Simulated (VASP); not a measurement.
Input of a VASP 6.6.1 run:

INCAR

```
SYSTEM = C
PREC = Accurate ; ENCUT = 600
EDIFF = 1E-6 ; ISMEAR = 1
SIGMA = 0.15 ; LREAL = .False.
LASPH = .True. ; NELM = 120
ALGO = Normal ; ISIF = 2
LWAVE = .False. ; LCHARG = .False.
GGA = PS ; IVDW = 12
NBANDS = 8 ; GGA_COMPAT = .False.
```

Contents of KPOINTS:

```
Automatic mesh
0
Gamma
  6 6 6
  0 0 0
```

POSCAR

```
C
1.0
    1.6213900000      0.9361100000      5.2900600000
   -1.6213900000      0.9361100000      5.2900600000
    0.0000000000     -1.8722200000      5.2900600000
C
1
Direct
    0.5000000000      0.5000000000      0.5000000000
```

Potentials or basis: VASP PAW PBE potentials, release 64 (C).

Run with:

```sh
$ cat potpaw_PBE.64/C/POTCAR > POTCAR
$ mpirun -np 1 vasp_std > vasp.out
```

Q: What does it give for the dispersion energy per atom?

A: -0.036 eV.

Q: Predict the pressure.

A: -7.1 GPa.

Q: Estimate the band gap on the k mesh.

A: Zero (band 2 reaches -3.82 eV, above the bottom of band 3 at -4.23 eV).

Stress tensor (GPa, compression positive):
```
-10.55   0.00   0.00
  0.00 -10.55   0.00
  0.00   0.00  -0.29
```

Caveat: the k points lie up to 0.38 Å⁻¹ apart; the PAW data sets were made with another functional, which shifts forces and pressure a little; pairwise dispersion overbinds metals, which lowers pressure and volume.
